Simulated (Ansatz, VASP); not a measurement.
One calculation of AgCl, two programs

```
Ag Cl
1.0
     3.43397    0.00000    0.00000
     0.00000    3.43397    0.00000
     0.00000    0.00000    3.43397
Ag Cl
1 1
Direct
  0.00000 0.00000 0.00000
  0.50000 0.50000 0.50000
```

Alike in both runs: task single point; functional PBE; k mesh 4 × 4 × 4; no spin polarisation.

```csv
,VASP,Ansatz
version,VASP 6.6.1,Ansatz 0.2.0
potentials or method,"VASP PAW PBE potentials, release 64 (Ag, Cl), cutoff 500 eV","scalar-relativistic, plane waves, PAW"
occupations,"gaussian, width 0.01 eV",fixed
valence electrons in the cell,18,26
```

```csv
,VASP,Ansatz,Ansatz less VASP
gap on the k mesh at the Fermi level (eV),0.56,0.56,0.000
least direct gap on the mesh (eV),2.05,2.05,0.000
pressure (GPa),0.0,0.1,+0.12
```

VASP's potentials hold 18 valence electrons a cell and Ansatz's 26, so a difference there can come from the potentials and not from the codes.

The k mesh is coarse, so the values compare programs but aren't converged.
